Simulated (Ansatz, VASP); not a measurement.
Two plane-wave programs on HgTe

File INCAR:

```
SYSTEM = HgTe
PREC     = Accurate       ! precision mode
ENCUT    = 500            ! plane-wave cutoff, eV
EDIFF    = 1E-6           ! SCF threshold, eV
ISMEAR   = 0              ! smearing method
SIGMA    = 0.1            ! smearing width, eV
LREAL    = .FALSE.        ! projectors in reciprocal space
LASPH    = .TRUE.         ! aspherical terms in the spheres
NELM     = 120            ! most SCF steps
ALGO     = Normal         ! electronic algorithm
ISIF     = 2              ! what is computed and relaxed
LWAVE    = .FALSE.        ! write WAVECAR
LCHARG   = .FALSE.        ! write CHGCAR
GGA      = PE             ! functional
NBANDS   = 16             ! bands
GGA_COMPAT= .FALSE.
```

Contents of KPOINTS:

```
regular mesh
0
G
  6 6 6
  0 0 0
```

POSCAR

```
HgTe
1.0
    0.0000000000      3.1800000000      3.1800000000
    3.1800000000      0.0000000000      3.1800000000
    3.1800000000      3.1800000000      0.0000000000
Hg Te
1 1
Direct
    0.0000000000      0.0000000000      0.0000000000
    0.5000000000      0.5000000000      0.5000000000
```

Input for Ansatz:

```yaml
crystal:
  lattice:
    - [0.0, 3.18, 3.18]
    - [3.18, 0.0, 3.18]
    - [3.18, 3.18, 0.0]
  atoms:
    - { symbol: Hg, position: [0.0, 0.0, 0.0] }
    - { symbol: Te, position: [0.5, 0.5, 0.5] }
basis:
  ecutwfc: 420
kpoints:
  mp_grid: { grid: [6, 6, 6] }
hamiltonian:
  xc: pbe
scf:
  occupations: { method: gaussian, width: 0.1 }
output:
  forces: true
  stress: true
  eigenvalues: true
```

Alike in both runs: task single point; functional PBE; k mesh 6 × 6 × 6; occupations gaussian, width 0.1 eV; no spin polarisation.

|  | VASP | Ansatz |
| --- | --- | --- |
| version | VASP 6.6.1 | Ansatz 0.2.0 |
| potentials or method | VASP PAW PBE potentials, release 64 (Hg, Te), cutoff 500 eV | scalar-relativistic, plane waves, PAW |
| valence electrons in the cell | 18 | 36 |

VASP gave:

- gap on the k mesh at the Fermi level (eV): none
- pressure (GPa): -3.7

Task: Estimate Ansatz's values.

Result: gap on the k mesh at the Fermi level (eV): none; pressure (GPa): -3.8.

A gap of «none» marks a metal or a gap that the smearing closes. VASP's potentials hold 18 valence electrons a cell and Ansatz's 36, so a difference there can come from the potentials and not from the codes.

Spin-orbit coupling is off throughout.
